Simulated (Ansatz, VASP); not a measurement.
# One calculation of AlGaN2, two programs

Contents of POSCAR:

```
AlGaN2
1.0
    2.9502148397      0.0000000000      0.0000000000
    0.0000000000      2.9502148397      0.0000000000
    0.0000000000      0.0000000000      4.6811381259
Al Ga N
1 1 2
Direct
    0.5000000000      0.5000000000      0.5000000000
    0.0000000000      0.0000000000      0.0000000000
    0.5000000000      0.0000000000      0.7403523178
    0.0000000000      0.5000000000      0.2596476822
```

The input INCAR.step1:

```
ALGO = Normal ; EDIFF = 1E-4
ENCUT = 520 ; GGA = PE
ISMEAR = 0 ; LASPH = T
LCHARG = F ; LREAL = F
LWAVE = T ; NBANDS = 21
NELM = 100 ; PREC = Accurate
SIGMA = 0.02
```

Contents of INCAR.step2:

```
ALGO = Normal ; EDIFF = 1E-6
ENCUT = 520 ; ISIF = 2
ISMEAR = 0 ; ISTART = 1
LASPH = T ; LCHARG = F
LMIXTAU = T ; LREAL = F
LWAVE = F ; METAGGA = R2SCAN
NBANDS = 21 ; NELM = 100
PREC = Accurate ; SIGMA = 0.02
```

The input KPOINTS:

```
k-points
0
Gamma
  8 8 6
```

Input for Ansatz:

```yaml
crystal:
  lattice:
    - [2.9502148397, 0.0, 0.0]
    - [0.0, 2.9502148397, 0.0]
    - [0.0, 0.0, 4.6811381259]
  atoms:
    - { symbol: Al, position: [0.5, 0.5, 0.5] }
    - { symbol: Ga, position: [0.0, 0.0, 0.0] }
    - { symbol: "N", position: [0.5, 0.0, 0.7403523178] }
    - { symbol: "N", position: [0.0, 0.5, 0.2596476822] }
basis:
  ecutwfc: 500
kpoints:
  mp_grid: { grid: [8, 8, 6] }
  band_path: { path: [VBM, CBM], npoints: 2 }
hamiltonian:
  xc: r2scan
scf:
  occupations: { method: gaussian, width: 0.02 }
output:
  forces: true
  stress: true
  eigenvalues: true
checkpoint:
  read: start.run
  write: ck
  compress: false
  write_wavefunctions: false
  write_every: 100000
```

Alike in both runs: task single point; functional r2SCAN; k mesh 8 × 8 × 6; occupations gaussian, width 0.02 eV; no spin polarisation.

|  | VASP | Ansatz |
| --- | --- | --- |
| version | VASP 6.6.1 | Ansatz 0.2.0 |
| potentials or method | VASP PAW PBE potentials, release 64 (Al, Ga_d, N), cutoff 520 eV | scalar-relativistic, plane waves, PAW |
| valence electrons in the cell | 26 | 26 |

VASP gave:

```
gap on the k mesh at the Fermi level (eV)                     : 3.47
least direct gap on the mesh (eV)                             : 3.61
pressure (GPa)                                                : 15.1
traceless stress, the component that is largest in VASP (GPa) : -14.46
rms of the force components (eV/Å)                            : 0.044
```

Question: Estimate Ansatz's values.

Answer: gap on the k mesh at the Fermi level (eV): 3.48; least direct gap on the mesh (eV): 3.60; pressure (GPa): 14.6; traceless stress, the component that is largest in VASP (GPa): -14.58; rms of the force components (eV/Å): 0.000.

VASP's potentials were made for PBE, not for r2SCAN. Atom by atom the forces differ by 0.044 eV/Å (rms over components). With one functional, cell and mesh, what is left measures potentials, basis and numerics.
